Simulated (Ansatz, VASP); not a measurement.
**Ta: VASP beside Ansatz**

```
Ta
1.0
    -1.62348    1.62348    1.62348
     1.62348   -1.62348    1.62348
     1.62348    1.62348   -1.62348
Ta
1
Direct
  0.00000 0.00000 0.00000
```

Alike in both runs: functional LDA; k mesh 8 × 8 × 8; occupations gaussian, width 0.1 eV; no spin polarisation.

Ansatz relaxed the structure, and its values are those at the end. VASP's run is a single point on that final structure, the one shown.

|  | VASP | Ansatz |
| --- | --- | --- |
| version | VASP 6.6.1 | Ansatz 0.2.0 |
| potentials or method | VASP PAW LDA potentials, release 64 (Ta_sv_GW), cutoff 500 eV | scalar-relativistic, plane waves, PAW |
| valence electrons in the cell | 13 | 13 |

VASP gave:

- gap on the k mesh at the Fermi level (eV): none
- pressure (GPa): -0.5

Problem. Estimate Ansatz's values.

Solution. gap on the k mesh at the Fermi level (eV): none; pressure (GPa): 0.0.

Ansatz warns that its potentials were made for another functional, while VASP's fit it. LDA's correlation is that of Perdew and Zunger in VASP and of Perdew and Wang (1992) in Ansatz. A gap of «none» marks a metal or a gap that the smearing closes.

Neither program's run includes spin-orbit coupling.
